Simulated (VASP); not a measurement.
A run of VASP 6.6.1 is set up as follows.

File INCAR:

```
SYSTEM = LiF
PREC     = Accurate       ! precision mode
ENCUT    = 520            ! plane-wave cutoff, eV
EDIFF    = 1E-6           ! SCF threshold, eV
ISMEAR   = 0              ! smearing method
SIGMA    = 0.05           ! smearing width, eV
LREAL    = .FALSE.        ! projectors in reciprocal space
LASPH    = .TRUE.         ! aspherical terms in the spheres
NELM     = 60             ! most SCF steps
ALGO     = Normal         ! electronic algorithm
ISIF     = 2              ! what is computed and relaxed
LWAVE    = .FALSE.        ! write WAVECAR
LCHARG   = .FALSE.        ! write CHGCAR
NBANDS   = 12             ! bands
```

File KPOINTS:

```
regular mesh
0
G
  10 10 10
  0 0 0
```

The input POSCAR:

```
LiF
1.0
    0.0000000000      2.0442100000      2.0140000000
    2.0140000000      0.0000000000      2.0140000000
    2.0140000000      2.0442100000      0.0000000000
Li F
1 1
Direct
    0.0000000000      0.0000000000      0.0000000000
    0.5000000000      0.5000000000      0.5000000000
```

Potentials or basis: VASP PAW LDA potentials, release 64 (Li_sv, F).

The run is started by

```console
$ cat potpaw_LDA.64/Li_sv/POTCAR potpaw_LDA.64/F/POTCAR > POTCAR
$ mpirun -np 1 vasp_std > vasp.out
```

Problem. What does it give for the band gap on the k mesh?

Solution. 8.68 eV, direct.

Caveat: the cell differs from its parent crystal (strain +0.0150 x Voigt [0, 1, 0, 0, 0, 0]). A k mesh can miss the band edges.
